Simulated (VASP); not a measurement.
Runs of VASP 6.6.1 on MgO. The structure is that of space group Fm-3m (No. 225), or close to it. The cells are those of the table. 

| cell | gap on the mesh (eV) | pressure (GPa) |
| --- | --- | --- |
| a = 3.020, b = 3.020, c = 3.038 Å, angles 59.8, 59.8, 59.6°, 2 atoms | 4.29 | -2.4 |
| a = 3.020, b = 3.020, c = 3.076 Å, angles 59.4, 59.4, 58.8°, 2 atoms | (b) | -2.4 |
| a = 3.020, b = 3.020, c = 3.114 Å, angles 59.0, 59.0, 57.9°, 2 atoms | (a) | -2.3 |
| a = 3.020, b = 3.020, c = 2.944 Å, angles 60.8, 60.8, 61.7°, 2 atoms | 4.12 | -2.3 |
| a = 3.021, b = 3.021, c = 3.133 Å, angles 58.8, 58.8, 57.5°, 2 atoms | 3.99 | -2.2 |

Alike in all rows: task single point; level PBE; potentials or basis VASP PAW PBE potentials, release 64 (Mg, O); no spin polarisation; k mesh 10 × 10 × 10; cutoff (eV) 520; smearing gaussian 0.05 eV.

Task: Fill in the values left out.

Result: (a) 4.06; (b) 4.18.

